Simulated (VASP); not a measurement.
# Ta (I4mm) in VASP: single point with PBEsol

Aim: the single point of Ta with PBEsol.

All numbers are computed with VASP 6.6.1; they aren't measurements. Logs are shortened: lines on timing, memory, paths and dates and some standing lists are left out, and cuts for length are marked.

**1. The cell of the first run**

It takes space group I4mm (No. 107, tetragonal). Conventional cell: a = 6.605 Å, b = 6.605 Å, c = 6.605 Å, α = 90.00°, β = 90.00°, γ = 90.00°. Ta (site symmetry 4mm) has 14 Ta at 2.71 to 3.58 Å within 3.6 Å. Within 3.6 Å of Ta (site symmetry m) lie 14 Ta at 2.71 to 3.30 Å. Ta (site symmetry 2mm) has 14 Ta at 2.86 to 3.31 Å within 3.8 Å. Within 3.8 Å of Ta (site symmetry 4mm) lie 14 Ta at 2.86 to 3.58 Å.

**2. Single point, PBEsol (atom 1 (Ta) moved +0.281 Å along Cartesian [0 0 1])**

INCAR reads:

```
SYSTEM = Ta
  PREC = Accurate
  ENCUT = 520
  EDIFF = 1E-7
  ISMEAR = 0
  SIGMA = 0.15
  LREAL = .False.
  LASPH = .True.
  NELM = 60
  ALGO = Fast
  ISIF = 2
  LWAVE = .False.
  LCHARG = .False.
  GGA = PS
  NBANDS = 54
```

KPOINTS reads:

```
Automatic mesh
0
Gamma
  10 10 10
  0 0 0
```

POSCAR reads:

```
Ta
1.0
   -3.3025600000     -3.3025600000      3.3025600000
   -3.3025600000      3.3025600000     -3.3025600000
    3.3025600000     -3.3025600000     -3.3025600000
Ta
8
Direct
    0.5000000000      0.4574118260      0.4574118260
    0.0000000000      0.5000000000      0.5000000000
    0.5000000000      0.0000000000      0.5000000000
    0.0000000000      0.0000000000      0.5000000000
    0.5000000000      0.5000000000      0.0000000000
    0.0000000000      0.5000000000      0.0000000000
    0.5000000000      0.0000000000      0.0000000000
    0.0000000000      0.0000000000      0.0000000000
```

Potentials or basis: VASP PAW PBE potentials, release 64 (Ta_pv).

Command:

```sh
$ cat potpaw_PBE.64/Ta_pv/POTCAR > POTCAR
$ mpirun -np 1 vasp_std > vasp.out
```

OUTCAR:

```text
SYSTEM = Ta
   PREC = Accurate
   ENCUT = 520
   EDIFF = 1E-7
   ISMEAR = 0
   LREAL = .False.
   LASPH = .True.
   NELM = 60
   ISIF = 2
   GGA = PS

 ion  position               nearest neighbor table
   1  0.500  0.457  0.457-   8 2.71   3 2.71   5 2.71   2 2.71   7 3.02   5 3.03   3 3.03   2 3.03
                             8 3.03   4 3.31   4 3.31   6 3.31   6 3.31   7 3.58
   2  0.000  0.500  0.500-   1 2.71   6 2.86   7 2.86   6 2.86   4 2.86   4 2.86   7 2.86   1 3.03
                             5 3.30   8 3.30   8 3.30   5 3.30   3 3.30   3 3.30
   3  0.500  0.000  0.500-   1 2.71   4 2.86   6 2.86   7 2.86   7 2.86   4 2.86   6 2.86   1 3.03
                             5 3.30   5 3.30   8 3.30   8 3.30   2 3.30   2 3.30
   4  0.000  0.000  0.500-   2 2.86   3 2.86   5 2.86   8 2.86   8 2.86   2 2.86   3 2.86   5 2.86
                             6 3.30   7 3.30   7 3.30   6 3.30   1 3.31   1 3.31
   5  0.500  0.500  0.000-   1 2.71   4 2.86   6 2.86   7 2.86   7 2.86   6 2.86   4 2.86   1 3.03
                             2 3.30   3 3.30   8 3.30   2 3.30   8 3.30   3 3.30
   6  0.000  0.500  0.000-   2 2.86   3 2.86   5 2.86   8 2.86   2 2.86   8 2.86   5 2.86   3 2.86
                             4 3.30   7 3.30   7 3.30   4 3.30   1 3.31   1 3.31
   7  0.500  0.000  0.000-   2 2.86   3 2.86   5 2.86   8 2.86   3 2.86   5 2.86   8 2.86   2 2.86
                             1 3.02   6 3.30   4 3.30   6 3.30   4 3.30   1 3.58
   8  0.000  0.000  0.000-   1 2.71   4 2.86   6 2.86   7 2.86   4 2.86   6 2.86   7 2.86   1 3.03
                             3 3.30   2 3.30   2 3.30   3 3.30   5 3.30   5 3.30

  LATTYP: Found a body centered cubic cell.
 ALAT       =     6.6051200000

  Lattice vectors:

 A1 = (  -3.3025600000,  -3.3025600000,   3.3025600000)
 A2 = (  -3.3025600000,   3.3025600000,  -3.3025600000)
 A3 = (   3.3025600000,  -3.3025600000,  -3.3025600000)

Analysis of symmetry for initial positions (statically):
=====================================================================
 Subroutine PRICEL returns:
 Original cell was already a primitive cell.

 Routine SETGRP: Setting up the symmetry group for a
 body centered cubic supercell.

 Subroutine GETGRP returns: Found  8 space group operations
 (whereof  2 operations were pure point group operations)
 out of a pool of 48 trial point group operations.

The static configuration has the point symmetry C_1h.
 The point group associated with its full space group is C_4v.

Analysis of symmetry for dynamics (positions and initial velocities):
=====================================================================
 Subroutine PRICEL returns:
 Original cell was already a primitive cell.

 Routine SETGRP: Setting up the symmetry group for a
 body centered cubic supercell.

 Subroutine GETGRP returns: Found  8 space group operations
 (whereof  2 operations were pure point group operations)
 out of a pool of 48 trial point group operations.

The dynamic configuration has the point symmetry C_1h.
 The point group associated with its full space group is C_4v.

 Subroutine INISYM returns: Found  8 space group operations
 (whereof  2 operations are pure point group operations),
 and found     1 'primitive' translations

----------------------------------------------------------------------------------------

                                     Primitive cell

  volume of cell :     144.0828

  direct lattice vectors                    reciprocal lattice vectors
    -3.302560000 -3.302560000  3.302560000    -0.151397704 -0.151397704  0.000000000
    -3.302560000  3.302560000 -3.302560000    -0.151397704  0.000000000 -0.151397704
     3.302560000 -3.302560000 -3.302560000     0.000000000 -0.151397704 -0.151397704

  length of vectors
     5.720201715  5.720201715  5.720201715     0.214108686  0.214108686  0.214108686

  position of ions in fractional coordinates (direct lattice)
     0.500000000  0.457411826  0.457411826
     0.000000000  0.500000000  0.500000000
     0.500000000  0.000000000  0.500000000
     0.000000000  0.000000000  0.500000000
     0.500000000  0.500000000  0.000000000
     0.000000000  0.500000000  0.000000000
     0.500000000  0.000000000  0.000000000
     0.000000000  0.000000000  0.000000000

  ion indices of the primitive-cell ions
   primitive index   ion index
                 1           1
                 2           2
                 3           3
                 4           4
                 5           5
                 6           6
                 7           7
                 8           8

----------------------------------------------------------------------------------------

 KPOINTS: Automatic mesh

Automatic generation of k-mesh.
 Grid dimensions read from file:
 generate k-points for:   10   10   10

 Generating k-lattice:

  Cartesian coordinates                     Fractional coordinates (reciprocal lattice)
    -0.015139770 -0.015139770  0.000000000     0.100000000  0.000000000  0.000000000
    -0.015139770  0.000000000 -0.015139770     0.000000000  0.100000000  0.000000000
     0.000000000 -0.015139770 -0.015139770     0.000000000  0.000000000  0.100000000

  Length of vectors
     0.021410869  0.021410869  0.021410869

  Shift w.r.t. Gamma in fractional coordinates (k-lattice)
     0.000000000  0.000000000  0.000000000

 Subroutine IBZKPT returns following result:
 ===========================================

 Found    102 irreducible k-points:

 Following reciprocal coordinates:
            Coordinates               Weight
  0.000000  0.000000  0.000000      1.000000
  0.100000  0.000000  0.000000      4.000000
  0.000000  0.100000  0.000000      8.000000
  0.200000  0.000000  0.000000      4.000000
  0.000000  0.200000  0.000000      8.000000
  0.300000  0.000000  0.000000      4.000000
[... 16 lines left out ...]
  0.200000  0.200000  0.000000     16.000000
  0.000000  0.200000  0.200000      8.000000
 [... further k-points ...]
   k-points           NKPTS =    102   k-points in BZ     NKDIM =    102   number of bands    NBANDS=     54
   number of dos      NEDOS =    301   number of ions     NIONS =      8
   total plane-waves  NPLWV = 110592
   dimension x,y,z NGX =    48 NGY =   48 NGZ =   48
   dimension x,y,z NGXF=    96 NGYF=   96 NGZF=   96
   ions per type =               8
   NGX,Y,Z   is equivalent  to a cutoff of  13.95, 13.95, 13.95 a.u.
   NGXF,Y,Z  is equivalent  to a cutoff of  27.90, 27.90, 27.90 a.u.
 SYSTEM =  Ta
   PREC   = accura    normal or accurate (medium, high low for compatibility)
   ISTART =      0    job   : 0-new  1-cont  2-samecut
   ICHARG =      2    charge: 1-file 2-atom 10-const
   ISPIN  =      1    spin polarized calculation?
   LNONCOLLINEAR =      F non collinear calculations
   LSORBIT =      F    spin-orbit coupling
   LASPH  =      T    aspherical Exc in radial PAW
   ENCUT  =  520.0 eV  38.22 Ry    6.18 a.u.  10.64 10.64 10.64*2*pi/ulx,y,z
   NELM   =     60;   NELMIN=  2; NELMDL= -5     # of ELM steps
   EDIFF  = 0.1E-06   stopping-criterion for ELM
   LREAL  =      F    real-space projection
   EDIFFG = 0.1E-05   stopping-criterion for IOM
   NSW    =      0    number of steps for IOM
   IBRION =     -1    ionic relax: 0-MD 1-quasi-New 2-CG
   NFREE  =      0    steps in history (QN), initial steepest desc. (CG)
   ISIF   =      2    stress and relaxation
   ISYM   =      2    0-nonsym 1-usesym 2-fastsym
   POTIM  = 0.5000    time-step for ionic-motion
   TEBEG  =    0.0;   TEEND  =   0.0 temperature during run
   PSTRESS=    0.0 pullay stress
   NELECT =      88.0000    total number of electrons
   NUPDOWN=      -1.0000    fix difference up-down
   EMIN   =  10.00;   EMAX   =-10.00  energy-range for DOS
   EFERMI =   0.00;   METHOD = LEGACY
   ISMEAR =     0;   SIGMA  =   0.15  broadening in eV -4-tet -1-fermi 0-gaus
   EFERMI_NEDOS =   21; number of points for ismear=-14 and -15
   IALGO  =     68    algorithm
   IMIX   =      4    mixing-type and parameters
     AMIX     =   0.40;   BMIX     =  1.00
     AMIX_MAG =   1.60;   BMIX_MAG =  1.00
  volume/ion in A,a.u.               =      18.01       121.54
  Fermi-wavevector in a.u.,A,eV,Ry     =   1.388988  2.624806 26.249534  1.929286
  Thomas-Fermi vector in A             =   2.513061
   LORBIT       =      0    0 simple, 1 ext, 2 COOP (PROOUT), +10 PAW based schemes
   GGA     = PS    functional components
   LHFCALC =     F    Hartree Fock is set to
   AEXX    =    0.0000 exact exchange contribution
   IVDW    =     0    specifies the selected vdW correction
   LEPSILON=     F    determine dielectric tensor
   LRPA    =     F    only Hartree local field effects (RPA)
 non-spin polarized calculation
 RMM-DIIS sequential band-by-band and
 Gauss-broadening in eV      SIGMA  =   0.15
  energy-cutoff  :      520.00
  volume of cell :      144.08
 maximum number of plane-waves:      3925
 NGX is ok and might be reduce to    48
   NGX = 21   NGY = 21   NGZ = 21

 number of electron      88.0000016 magnetization

 Free energy of the ion-electron system (eV)
  ---------------------------------------------------
  ext. energy  EPLUGINS =         0.00000000
  ---------------------------------------------------
  free energy    TOTEN  =      -100.04983324 eV

  energy without entropy =      -99.93890879  energy(sigma->0) =      -99.99437101

 E-fermi :   5.3562     XC(G=0): -12.7207

 val. band max:        5.3472406876   @ k =   0.1000  -0.4000   0.5000
 cond. band min:       5.3653466150   @ k =   0.1000  -0.2000   0.3000
 fundamental gap:      0.0181059275
 Fermi energy:         5.3562426463

 k-point     1 :       0.0000    0.0000    0.0000
  band No.  band energies     occupation
      1     -28.9585      2.00000
      2     -28.9324      2.00000
      3     -28.9324      2.00000
      4     -28.8776      2.00000
      5     -28.8776      2.00000
      6     -28.8565      2.00000
[... 46 lines left out ...]
     53       9.2577      0.00000
     54       9.3068      0.00000
[... 1309 lines left out ...]
     53       8.6112      0.00000
     54       8.9458      0.00000

 [... further k-points ...]

------------------------ aborting loop because EDIFF is reached ----------------------------------------

  FORCE on cell =-STRESS in cart. coord.  units (eV):
  Direction    XX          YY          ZZ          XY          YZ          ZX
  --------------------------------------------------------------------------------------
  -------------------------------------------------------------------------------------
  Total       -1.8486064     -1.8486064     -2.3179196     -0.0000000     -0.0000000      0.0000000
  in kB      -20.5562027    -20.5562027    -25.7748892     -0.0000000     -0.0000000      0.0000000
  external PRESSURE =     -22.2957649 kB  Pullay stress =       0.0000000 kB

 VOLUME and BASIS-vectors are now :
 -----------------------------------------------------------------------------
  energy-cutoff  :      520.00
  volume of cell :      144.08
      direct lattice vectors                 reciprocal lattice vectors
    -3.302560000 -3.302560000  3.302560000    -0.151397704 -0.151397704  0.000000000
    -3.302560000  3.302560000 -3.302560000    -0.151397704  0.000000000 -0.151397704
     3.302560000 -3.302560000 -3.302560000     0.000000000 -0.151397704 -0.151397704

 POSITION                                       TOTAL-FORCE (eV/Angst)
 -----------------------------------------------------------------------------------
     -1.65128     -1.65128     -1.36998        -0.000000      0.000000     -2.753568
      0.00000      0.00000     -3.30256        -0.280779     -0.280779      0.563753
      0.00000     -3.30256      0.00000         0.280779     -0.280779      0.563753
      1.65128     -1.65128     -1.65128        -0.000000      0.000000      0.343532
     -3.30256      0.00000      0.00000        -0.280779      0.280779      0.563753
     -1.65128      1.65128     -1.65128        -0.000000      0.000000      0.343532
     -1.65128     -1.65128      1.65128        -0.000000      0.000000     -0.188509
      0.00000      0.00000      0.00000         0.280779      0.280779      0.563753
 -----------------------------------------------------------------------------------
    total drift:                                0.000000      0.000000     -0.000054

  FREE ENERGIE OF THE ION-ELECTRON SYSTEM (eV)
  ---------------------------------------------------
  free  energy   TOTEN  =      -100.0498332352 eV

  energy  without entropy=      -99.9389087888  energy(sigma->0) =      -99.99437101
```

Wall time 46 min (1 thread of Intel Xeon 8259CL, shared host); peak memory 0.69 GiB.

Results:

* Free energy: -100.0498 eV
* Pressure: -2.2 GPa
* Largest force: 2.754 eV/Å
* Band gap on the k mesh: zero (bands 44 and 45 overlap by 2.53 eV)

Forces on the atoms (eV/Å):
```
Ta   0.000  0.000 -2.754
Ta  -0.281 -0.281  0.564
Ta   0.281 -0.281  0.564
Ta   0.000  0.000  0.344
Ta  -0.281  0.281  0.564
Ta   0.000  0.000  0.344
Ta   0.000  0.000 -0.189
Ta   0.281  0.281  0.564
```

Caveat: the cell differs from its parent crystal (atom 1 (Ta) moved +0.281 Å along Cartesian [0 0 1]); the PAW data sets were made with another functional, which shifts forces and pressure a little; spin-orbit coupling is left out, which moves the levels of the heavy elements.
